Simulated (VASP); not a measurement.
Set up this calculation in VASP 6.6.1, as the native input.

```
Task                   : single point
Functional             : r2SCAN
Potentials or basis    : VASP PAW PBE potentials, release 64 (Cu)
Cutoff                 : 520 eV
k mesh                 : 3 × 15 × 2
Occupations            : gaussian, width 0.5 eV
Spin                   : no spin polarisation
Dipole correction      : no
Further INCAR settings : ALGO = Normal; EDIFF = 1e-06; NBANDS = 12
```

Cu:

```xyz
1
Lattice="11.5703 0.0000 0.0000 0.0000 2.2382 0.0000 -4.5956 0.0000 21.7434" Properties=species:S:1:pos:R:3 pbc="T T T"
Cu    3.4873    1.1191   10.8717
```

One way to write it, as run:

POSCAR

```
Cu
1.0
   11.5702540000      0.0000000000      0.0000000000
    0.0000000000      2.2382120000      0.0000000000
   -4.5956240000      0.0000000000     21.7433880000
Cu
1
Direct
    0.5000000000      0.5000000000      0.5000000000
```

INCAR.step1

```
PREC     = Accurate       # precision mode
ENCUT    = 520            # plane-wave cutoff, eV
ISMEAR   = 0              # smearing method
SIGMA    = 0.5            # smearing width, eV
LREAL    = F              # projectors in reciprocal space
LASPH    = T              # aspherical terms in the spheres
NELM     = 100            # most SCF steps
NBANDS   = 12             # bands
GGA      = PE             # functional
ALGO     = Normal         # electronic algorithm
EDIFF    = 1E-4           # SCF threshold, eV
LWAVE    = T              # write WAVECAR
LCHARG   = F              # write CHGCAR
```

INCAR.step2

```
PREC     = Accurate       # precision mode
ENCUT    = 520            # plane-wave cutoff, eV
EDIFF    = 1E-6           # SCF threshold, eV
ISMEAR   = 0              # smearing method
SIGMA    = 0.5            # smearing width, eV
LREAL    = F              # projectors in reciprocal space
LASPH    = T              # aspherical terms in the spheres
NELM     = 100            # most SCF steps
ALGO     = Normal         # electronic algorithm
ISIF     = 2              # what is computed and relaxed
LWAVE    = F              # write WAVECAR
LCHARG   = F              # write CHGCAR
METAGGA  = R2SCAN         # meta-GGA
LMIXTAU  = T            
NBANDS   = 12             # bands
ISTART   = 1
```

KPOINTS

```
regular mesh
0
Gamma
  3 15 2
```

Potentials or basis: VASP PAW PBE potentials, release 64 (Cu).

Run with:

```sh
$ cat potpaw_PBE.64/Cu/POTCAR > POTCAR
$ cp INCAR.step1 INCAR
$ mpirun -np 1 vasp_std > vasp.out
$ cp INCAR.step2 INCAR
$ mpirun -np 1 vasp_std > vasp.out
```

It gave:

```
Pressure : 0.0 GPa
```

Caveat: the PAW data sets were made with another functional, which shifts forces and pressure a little.

Run time: 6.1 min on 1 thread of Intel(R) Xeon(R) 6975P-C (Granite Rapids), with other jobs on the host, peak memory 0.73 GiB.
